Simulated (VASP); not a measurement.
Write the native input for VASP 6.6.1 that does the following.

```yaml
Task: single point
Functional: LDA
Potentials_or_basis: VASP PAW LDA potentials, release 64 (Ti_sv, C, V_sv)
Cutoff: 520 eV
k_mesh: 11 × 11 × 1
Occupations: fermi-dirac, width 0.08 eV
Spin: no spin polarisation
Dipole_correction: yes
Further_INCAR_settings: ALGO = Normal; EDIFF = 1e-06; NBANDS = 34
```

The structure of Ti2VC3 (TiC (100), 3 layers) lies in POSCAR:

```
Ti2VC3
1.0
    3.0129104802      0.0000000000      0.0000000000
    0.0000000000      3.0129104802      0.0000000000
    0.0000000000      0.0000000000     20.2609000000
Ti C V
2 3 1
Direct
    0.2500000000      0.2500000000      0.3984135269
    0.2500000000      0.2500000000      0.6015864721
    0.7500000000      0.7500000000      0.3939089911
    0.2500000000      0.2500000000      0.4999999982
    0.7500000000      0.7500000000      0.6060910097
    0.7500000000      0.7500000000      0.5000000019
```

One way to write it, as run:

INCAR

```
SYSTEM = Ti2VC3
ALGO     = Normal         ! electronic algorithm
DIPOL    = 0.5 0.5 0.500
EDIFF    = 1E-6           ! SCF threshold, eV
ENCUT    = 520            ! plane-wave cutoff, eV
GGA      = CA             ! functional
IDIPOL   = 3            
ISIF     = 2              ! what is computed and relaxed
ISMEAR   = -1             ! smearing method
LASPH    = .True.         ! aspherical terms in the spheres
LCHARG   = .False.        ! write CHGCAR
LDIPOL   = .True.       
LREAL    = .False.        ! projectors in reciprocal space
LWAVE    = .False.        ! write WAVECAR
NBANDS   = 34             ! bands
NELM     = 80             ! most SCF steps
PREC     = Accurate       ! precision mode
SIGMA    = 0.08           ! smearing width, eV
```

KPOINTS

```
k-points
0
Gamma
  11 11 1
  0 0 0
```

Potentials or basis: VASP PAW LDA potentials, release 64 (Ti_sv, C, V_sv).

Launch:

```console
$ cat potpaw_LDA.64/Ti_sv/POTCAR potpaw_LDA.64/C/POTCAR potpaw_LDA.64/V_sv/POTCAR > POTCAR
$ mpirun -np 1 vasp_std > vasp.out
```

It gave:

```json
{"Largest force": "0.686 eV/Å"}
```

Wall time 3.4 min on 1 thread of Intel Xeon 6975P-C (shared host), peak memory 0.31 GiB.
